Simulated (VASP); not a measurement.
# BiSb4O (P4/mmm) in VASP: a series of runs

The runs below take BiSb4O through single point, relaxation of cell and atoms, with PBE.

Program: VASP 6.6.1. These are calculated values, not measurements. Logs are shortened: lines on timing, memory, paths and dates and some standing lists are left out, and cuts for length are marked.

### Step 1. The cell of the first run

The structure is tetragonal, space group P4/mmm (No. 123). The conventional cell has a = 4.515 Å, b = 4.515 Å, c = 7.509 Å, α = 90.00°, β = 90.00°, γ = 90.00°. Sb (site symmetry 2mm) has 2 Bi at 2.70 Å and 5 Sb at 2.97 to 3.19 Å and 2 O at 3.20 Å within 3.6 Å. Bi (site symmetry 4/mmm) has 8 Sb at 2.70 Å within 3.6 Å. Within 4.2 Å of O (site symmetry 4/mmm) lie 8 Sb at 3.20 Å.

The cell was generated, and may not be a known phase.

### Step 2. Single point, PBE

INCAR

```
PREC = Accurate
ENCUT = 520
EDIFF = 1E-7
ISMEAR = 0
SIGMA = 0.1
LREAL = F
LASPH = T
NELM = 100
ALGO = Normal
ISIF = 2
LWAVE = F
LCHARG = F
GGA = PE
NBANDS = 30
```

KPOINTS

```
regular mesh
0
Gamma
  4 4 2
```

POSCAR

```
BiSb4O
1.0
    4.5147114200      0.0000000000      0.0000000000
    0.0000000000      4.5147114200      0.0000000000
    0.0000000000      0.0000000000      7.5094784800
Sb Bi O
4 1 1
Direct
    0.5000000000      0.0000000000      0.6975501200
    0.0000000000      0.5000000000      0.3024498800
    0.5000000000      0.0000000000      0.3024498800
    0.0000000000      0.5000000000      0.6975501200
    0.5000000000      0.5000000000      0.5000000000
    0.0000000000      0.0000000000      0.0000000000
```

Potentials or basis: VASP PAW PBE potentials, release 64 (Sb, Bi_d, O).

The run is started by

```sh
cat potpaw_PBE.64/Sb/POTCAR potpaw_PBE.64/Bi_d/POTCAR potpaw_PBE.64/O/POTCAR > POTCAR
mpirun -np 1 vasp_std > vasp.out
```

OUTCAR:

```text
PREC = Accurate
   ENCUT = 520
   EDIFF = 1E-7
   ISMEAR = 0
   LREAL = F
   LASPH = T
   NELM = 100
   ISIF = 2
   GGA = PE

 ion  position               nearest neighbor table
   1  0.500  0.000  0.698-   5 2.70   5 2.70   3 2.97   4 3.19   4 3.19   4 3.19   4 3.19
   2  0.000  0.500  0.302-   5 2.70   5 2.70   4 2.97   3 3.19   3 3.19   3 3.19   3 3.19
   3  0.500  0.000  0.302-   5 2.70   5 2.70   1 2.97   2 3.19   2 3.19   2 3.19   2 3.19
   4  0.000  0.500  0.698-   5 2.70   5 2.70   2 2.97   1 3.19   1 3.19   1 3.19   1 3.19
   5  0.500  0.500  0.500-   1 2.70   2 2.70   3 2.70   4 2.70   1 2.70   3 2.70   2 2.70   4 2.70

   6  0.000  0.000  0.000-

  LATTYP: Found a simple tetragonal cell.
 ALAT       =     4.5147114200
 C/A-ratio  =     1.6633352127

  Lattice vectors:

 A1 = (   4.5147114200,   0.0000000000,   0.0000000000)
 A2 = (   0.0000000000,   4.5147114200,   0.0000000000)
 A3 = (   0.0000000000,   0.0000000000,   7.5094784800)

Analysis of symmetry for initial positions (statically):
=====================================================================
 Subroutine PRICEL returns:
 Original cell was already a primitive cell.

 Routine SETGRP: Setting up the symmetry group for a
 simple tetragonal supercell.

 Subroutine GETGRP returns: Found 16 space group operations
 (whereof 16 operations were pure point group operations)
 out of a pool of 16 trial point group operations.

The static configuration has the point symmetry D_4h.

Analysis of symmetry for dynamics (positions and initial velocities):
=====================================================================
 Subroutine PRICEL returns:
 Original cell was already a primitive cell.

 Routine SETGRP: Setting up the symmetry group for a
 simple tetragonal supercell.

 Subroutine GETGRP returns: Found 16 space group operations
 (whereof 16 operations were pure point group operations)
 out of a pool of 16 trial point group operations.

The dynamic configuration has the point symmetry D_4h.

 Subroutine INISYM returns: Found 16 space group operations
 (whereof 16 operations are pure point group operations),
 and found     1 'primitive' translations

----------------------------------------------------------------------------------------

                                     Primitive cell

  volume of cell :     153.0628

  direct lattice vectors                    reciprocal lattice vectors
     4.514711420  0.000000000  0.000000000     0.221498100  0.000000000  0.000000000
     0.000000000  4.514711420  0.000000000     0.000000000  0.221498100  0.000000000
     0.000000000  0.000000000  7.509478480     0.000000000  0.000000000  0.133165040

  length of vectors
     4.514711420  4.514711420  7.509478480     0.221498100  0.221498100  0.133165040

  position of ions in fractional coordinates (direct lattice)
     0.500000000  0.000000000  0.697550120
     0.000000000  0.500000000  0.302449880
     0.500000000  0.000000000  0.302449880
     0.000000000  0.500000000  0.697550120
     0.500000000  0.500000000  0.500000000
     0.000000000  0.000000000  0.000000000

  ion indices of the primitive-cell ions
   primitive index   ion index
                 1           1
                 2           2
                 3           3
                 4           4
                 5           5
                 6           6

----------------------------------------------------------------------------------------

 KPOINTS: regular mesh

Automatic generation of k-mesh.
 Grid dimensions read from file:
 generate k-points for:    4    4    2

 Generating k-lattice:

  Cartesian coordinates                     Fractional coordinates (reciprocal lattice)
     0.055374525  0.000000000  0.000000000     0.250000000  0.000000000  0.000000000
     0.000000000  0.055374525  0.000000000     0.000000000  0.250000000  0.000000000
     0.000000000  0.000000000  0.066582520     0.000000000  0.000000000  0.500000000

  Length of vectors
     0.055374525  0.055374525  0.066582520

  Shift w.r.t. Gamma in fractional coordinates (k-lattice)
     0.000000000  0.000000000  0.000000000

 Subroutine IBZKPT returns following result:
 ===========================================

 Found     12 irreducible k-points:

 Following reciprocal coordinates:
            Coordinates               Weight
  0.000000  0.000000  0.000000      1.000000
  0.250000  0.000000  0.000000      4.000000
  0.500000  0.000000  0.000000      2.000000
  0.250000  0.250000  0.000000      4.000000
  0.500000  0.250000  0.000000      4.000000
  0.500000  0.500000  0.000000      1.000000
  0.000000  0.000000  0.500000      1.000000
  0.250000  0.000000  0.500000      4.000000
  0.500000  0.000000  0.500000      2.000000
  0.250000  0.250000  0.500000      4.000000
  0.500000  0.250000  0.500000      4.000000
  0.500000  0.500000  0.500000      1.000000
   k-points           NKPTS =     12   k-points in BZ     NKDIM =     12   number of bands    NBANDS=     30
   number of dos      NEDOS =    301   number of ions     NIONS =      6
   total plane-waves  NPLWV =  72576
   dimension x,y,z NGX =    36 NGY =   36 NGZ =   56
   dimension x,y,z NGXF=    72 NGYF=   72 NGZF=  112
   ions per type =               4   1   1
   NGX,Y,Z   is equivalent  to a cutoff of  13.26, 13.26, 12.40 a.u.
   NGXF,Y,Z  is equivalent  to a cutoff of  26.51, 26.51, 24.79 a.u.
 SYSTEM =  unknown system
   PREC   = accura    normal or accurate (medium, high low for compatibility)
   ISTART =      0    job   : 0-new  1-cont  2-samecut
   ICHARG =      2    charge: 1-file 2-atom 10-const
   ISPIN  =      1    spin polarized calculation?
   LNONCOLLINEAR =      F non collinear calculations
   LSORBIT =      F    spin-orbit coupling
   LASPH  =      T    aspherical Exc in radial PAW
   ENCUT  =  520.0 eV  38.22 Ry    6.18 a.u.   8.39  8.39 13.96*2*pi/ulx,y,z
   NELM   =    100;   NELMIN=  2; NELMDL= -5     # of ELM steps
   EDIFF  = 0.1E-06   stopping-criterion for ELM
   LREAL  =      F    real-space projection
   EDIFFG = 0.1E-05   stopping-criterion for IOM
   NSW    =      0    number of steps for IOM
   IBRION =     -1    ionic relax: 0-MD 1-quasi-New 2-CG
   NFREE  =      0    steps in history (QN), initial steepest desc. (CG)
   ISIF   =      2    stress and relaxation
   ISYM   =      2    0-nonsym 1-usesym 2-fastsym
   POTIM  = 0.5000    time-step for ionic-motion
   TEBEG  =    0.0;   TEEND  =   0.0 temperature during run
   PSTRESS=    0.0 pullay stress
   NELECT =      41.0000    total number of electrons
   NUPDOWN=      -1.0000    fix difference up-down
   EMIN   =  10.00;   EMAX   =-10.00  energy-range for DOS
   EFERMI =   0.00;   METHOD = LEGACY
   ISMEAR =     0;   SIGMA  =   0.10  broadening in eV -4-tet -1-fermi 0-gaus
   EFERMI_NEDOS =   21; number of points for ismear=-14 and -15
   IALGO  =     38    algorithm
   IMIX   =      4    mixing-type and parameters
     AMIX     =   0.40;   BMIX     =  1.00
     AMIX_MAG =   1.60;   BMIX_MAG =  1.00
  volume/ion in A,a.u.               =      25.51       172.15
  Fermi-wavevector in a.u.,A,eV,Ry     =   1.055309  1.994244 15.152489  1.113676
  Thomas-Fermi vector in A             =   2.190502
   LORBIT       =      0    0 simple, 1 ext, 2 COOP (PROOUT), +10 PAW based schemes
   GGA     = PE    functional components
   LHFCALC =     F    Hartree Fock is set to
   AEXX    =    0.0000 exact exchange contribution
   IVDW    =     0    specifies the selected vdW correction
   LEPSILON=     F    determine dielectric tensor
   LRPA    =     F    only Hartree local field effects (RPA)
 non-spin polarized calculation
 Gauss-broadening in eV      SIGMA  =   0.10
  energy-cutoff  :      520.00
  volume of cell :      153.06
 maximum number of plane-waves:      4148
 NGX is ok and might be reduce to    36
   NGX = 17   NGY = 17   NGZ = 27

 number of electron      41.0000005 magnetization

 Free energy of the ion-electron system (eV)
  ---------------------------------------------------
  ext. energy  EPLUGINS =         0.00000000
  ---------------------------------------------------
  free energy    TOTEN  =       -16.75736499 eV

  energy without entropy =      -16.72618989  energy(sigma->0) =      -16.74177744

 E-fermi :   7.1338     XC(G=0):  -9.6548

 val. band max:        7.1287706431   @ k =   0.2500   0.0000   0.0000
 cond. band min:       7.1383943308   @ k =   0.2500   0.2500   0.5000
 fundamental gap:      0.0096236878
 Fermi energy:         7.1337695592

 k-point     1 :       0.0000    0.0000    0.0000
  band No.  band energies     occupation
      1     -16.9752      2.00000
      2     -16.9009      2.00000
      3     -16.9009      2.00000
      4     -16.7785      2.00000
      5     -16.7731      2.00000
      6      -8.9237      2.00000
[... 22 lines left out ...]
     29      11.2042      0.00000
     30      12.0239      0.00000

 k-point     2 :       0.2500    0.0000    0.0000
  band No.  band energies     occupation
      1     -16.9587      2.00000
      2     -16.9115      2.00000
      3     -16.8999      2.00000
      4     -16.7760      2.00000
      5     -16.7756      2.00000
      6      -8.5687      2.00000
[... 22 lines left out ...]
     29      11.0979      0.00000
     30      12.7948      0.00000

 k-point     3 :       0.5000    0.0000    0.0000
  band No.  band energies     occupation
      1     -16.9429      2.00000
      2     -16.9222      2.00000
      3     -16.8988      2.00000
      4     -16.7789      2.00000
      5     -16.7720      2.00000
      6      -8.1677      2.00000
[... 22 lines left out ...]
     29      12.9336      0.00000
     30      13.5363      0.00000

 k-point     4 :       0.2500    0.2500    0.0000
  band No.  band energies     occupation
      1     -16.9409      2.00000
      2     -16.9106      2.00000
      3     -16.9103      2.00000
      4     -16.7790      2.00000
      5     -16.7735      2.00000
      6      -8.2730      2.00000
[... 22 lines left out ...]
     29      12.7958      0.00000
     30      13.0832      0.00000

 k-point     5 :       0.5000    0.2500    0.0000
  band No.  band energies     occupation
      1     -16.9238      2.00000
      2     -16.9210      2.00000
      3     -16.9093      2.00000
      4     -16.7820      2.00000
      5     -16.7707      2.00000
      6      -8.1525      2.00000
[... 22 lines left out ...]
     29      12.0048      0.00000
     30      13.2051      0.00000

 k-point     6 :       0.5000    0.5000    0.0000
  band No.  band energies     occupation
      1     -16.9198      2.00000
      2     -16.9198      2.00000
      3     -16.9053      2.00000
      4     -16.7852      2.00000
      5     -16.7689      2.00000
      6      -8.1373      2.00000
[... 22 lines left out ...]
     29      12.1971      0.00000
     30      13.1490      0.00000

 k-point     7 :       0.0000    0.0000    0.5000
  band No.  band energies     occupation
      1     -16.9752      2.00000
      2     -16.9009      2.00000
      3     -16.9009      2.00000
      4     -16.7785      2.00000
      5     -16.7731      2.00000
      6      -8.8749      2.00000
[... 22 lines left out ...]
     29      10.9243      0.00000
     30      12.3466      0.00000

 k-point     8 :       0.2500    0.0000    0.5000
  band No.  band energies     occupation
      1     -16.9587      2.00000
      2     -16.9116      2.00000
      3     -16.8999      2.00000
      4     -16.7760      2.00000
      5     -16.7756      2.00000
      6      -8.5047      2.00000
[... 22 lines left out ...]
     29      11.2392      0.00000
     30      14.0571      0.00000

 k-point     9 :       0.5000    0.0000    0.5000
  band No.  band energies     occupation
      1     -16.9429      2.00000
      2     -16.9222      2.00000
      3     -16.8988      2.00000
      4     -16.7789      2.00000
      5     -16.7720      2.00000
      6      -8.1628      2.00000
[... 22 lines left out ...]
     29      13.3515      0.00000
     30      13.5268      0.00000

 k-point    10 :       0.2500    0.2500    0.5000
  band No.  band energies     occupation
      1     -16.9409      2.00000
      2     -16.9106      2.00000
      3     -16.9103      2.00000
      4     -16.7790      2.00000
      5     -16.7735      2.00000
      6      -8.1652      2.00000
[... 22 lines left out ...]
     29      12.8384      0.00000
     30      13.2973      0.00000

 k-point    11 :       0.5000    0.2500    0.5000
  band No.  band energies     occupation
      1     -16.9238      2.00000
      2     -16.9210      2.00000
      3     -16.9093      2.00000
      4     -16.7820      2.00000
      5     -16.7708      2.00000
      6      -8.1499      2.00000
[... 22 lines left out ...]
     29      12.1849      0.00000
     30      12.5760      0.00000

 k-point    12 :       0.5000    0.5000    0.5000
  band No.  band energies     occupation
      1     -16.9198      2.00000
      2     -16.9198      2.00000
      3     -16.9054      2.00000
      4     -16.7852      2.00000
      5     -16.7689      2.00000
      6      -8.1370      2.00000
[... 22 lines left out ...]
     29      11.9527      0.00000
     30      13.0678      0.00000

------------------------ aborting loop because EDIFF is reached ----------------------------------------

  FORCE on cell =-STRESS in cart. coord.  units (eV):
  Direction    XX          YY          ZZ          XY          YZ          ZX
  --------------------------------------------------------------------------------------
  -------------------------------------------------------------------------------------
  Total       28.0864917     28.0864917     18.3089234      0.0000000      0.0000000     -0.0000000
  in kB      293.9938926    293.9938926    191.6477048      0.0000000      0.0000000     -0.0000000
  external PRESSURE =     259.8784967 kB  Pullay stress =       0.0000000 kB

 VOLUME and BASIS-vectors are now :
 -----------------------------------------------------------------------------
  energy-cutoff  :      520.00
  volume of cell :      153.06
      direct lattice vectors                 reciprocal lattice vectors
     4.514711420  0.000000000  0.000000000     0.221498100  0.000000000  0.000000000
     0.000000000  4.514711420  0.000000000     0.000000000  0.221498100  0.000000000
     0.000000000  0.000000000  7.509478480     0.000000000  0.000000000  0.133165040

 POSITION                                       TOTAL-FORCE (eV/Angst)
 -----------------------------------------------------------------------------------
      2.25736      0.00000      5.23824        -0.000000      0.000000      4.304850
      0.00000      2.25736      2.27124         0.000000     -0.000000     -4.304850
      2.25736      0.00000      2.27124         0.000000     -0.000000     -4.304850
      0.00000      2.25736      5.23824        -0.000000      0.000000      4.304850
      2.25736      2.25736      3.75474         0.000000     -0.000000     -0.000000
      0.00000      0.00000      0.00000         0.000000     -0.000000     -0.000000
 -----------------------------------------------------------------------------------
    total drift:                                0.000000      0.000000      0.000000

  FREE ENERGIE OF THE ION-ELECTRON SYSTEM (eV)
  ---------------------------------------------------
  free  energy   TOTEN  =       -16.7573649919 eV

  energy  without entropy=      -16.7261898945  energy(sigma->0) =      -16.74177744
```

Wall time 38 s (1 thread of AMD EPYC 9R45 (Zen 5), shared host); peak memory 0.24 GiB.

Results:

- Free energy: -16.7574 eV
- Pressure: 26.0 GPa
- Largest force: 4.305 eV/Å
- Band gap on the k mesh: zero (an odd number of electrons rules out a gap without spin polarisation)

Forces on the atoms (eV/Å):
```
Sb   0.000  0.000  4.305
Sb   0.000  0.000 -4.305
Sb   0.000  0.000 -4.305
Sb   0.000  0.000  4.305
Bi   0.000  0.000  0.000
O    0.000  0.000  0.000
```

Levels at points of the mesh, in eV from the Fermi level:
```tsv
k point	band 18	band 19	band 20	band 21	band 22	band 23
(0.00, 0.00, 0.00)	-1.02	-1.02	-0.79	0.61	1.09	1.09
(0.50, 0.00, 0.00)	-1.27	-0.97	-0.37	-0.27	-0.23	1.03
(0.50, 0.50, 0.00)	-0.20	-0.09	-0.09	2.47	2.47	3.17
(0.00, 0.00, 0.50)	-0.49	-0.49	-0.41	-0.31	0.74	0.74
(0.50, 0.00, 0.50)	-1.33	-1.16	-1.04	-0.01	0.52	0.55
(0.50, 0.50, 0.50)	-1.22	-0.82	-0.71	2.52	2.52	3.20
```

Caveat: the k points lie up to 0.42 Å⁻¹ apart, too coarse for converged energies and pressures of a metal; spin-orbit coupling is left out, which moves the levels of the heavy elements; an odd number of electrons without spin polarisation forces a metal; a magnetic or distorted state may lie lower.

(Part 1 of 3 ends here.)

The gap in the log of VASP goes by the Fermi energy; the results here count the filled bands.